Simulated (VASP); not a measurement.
A run of VASP 6.6.1 is set up as follows.

INCAR

```
ALGO = Normal ; EDIFF = 1E-6
ENCUT = 520 ; GGA = PE
ISIF = 2 ; ISMEAR = 0
LASPH = True ; LCHARG = False
LREAL = False ; LWAVE = False
NBANDS = 45 ; NELM = 60
PREC = Accurate ; SIGMA = 0.1
```

The input KPOINTS:

```
k-points
0
Gamma
  6 6 8
```

POSCAR

```
Bi2S
1.0
    6.9604501704      0.0000000000      0.0000000000
   -3.4802250852      6.0279266693      0.0000000000
    0.0000000000      0.0000000000      4.3602715483
Bi S
4 2
Direct
    0.5000000000      0.0000000000      0.0000000000
    0.0000000000      0.5000000000      0.0000000000
    0.5000000000      0.5000000000      0.0000000000
    0.0000000000      0.0000000000      0.0000000000
    0.3333333333      0.6666666667      0.5000000000
    0.6666666667      0.3333333333      0.5000000000
```

Potentials or basis: VASP PAW PBE potentials, release 64 (Bi_d, S).

Launch:

```console
$ cat potpaw_PBE.64/Bi_d/POTCAR potpaw_PBE.64/S/POTCAR > POTCAR
$ mpirun -np 1 vasp_std > vasp.out
```

**Question.** Estimate the pressure.

**Answer.** -0.1 GPa.

**Question.** Predict the band gap on the k mesh.

**Answer.** Zero (bands 36 and 37 overlap by 1.93 eV).

Caveat: spin-orbit coupling is left out, which moves the levels of the heavy elements.
